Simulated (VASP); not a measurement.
Crystal: CaO.

```
Ca O
1.0
     0.00000    2.39755    2.39755
     2.39755    0.00000    2.39755
     2.39755    2.39755    0.00000
Ca O
1 1
Cartesian
  0.0000 0.0000 0.0000
  2.3975 2.3975 2.3975
```

Base run:

* Program: VASP 6.6.1
* Functional: r2SCAN
* Potentials or basis: VASP PAW PBE potentials, release 64 (Ca_sv, O)
* Cutoff: 520 eV
* k mesh: 8 × 8 × 8
* Occupations: gaussian, width 0.01 eV
* Spin: no spin polarisation

Its results: band gap on the k mesh 4.19 eV (least direct gap 4.56 eV); pressure 1.0 GPa.

Task: The run is repeated on the same cell with these changes: functional from r2SCAN to PBE; further incar settings from ALGO = Normal; EDIFF = 1e-06; NBANDS = 15 to ALGO = Normal; EDIFF = 1e-07; NBANDS = 15. What comes out?

Result: Band gap on the k mesh 3.63 eV (least direct gap 4.01 eV); pressure 3.1 GPa.

Caveats: the PAW data sets were made with another functional, which shifts forces and pressure a little (at least some runs); the cell stands under pressure (at least some runs).

A k mesh can miss the band edges.
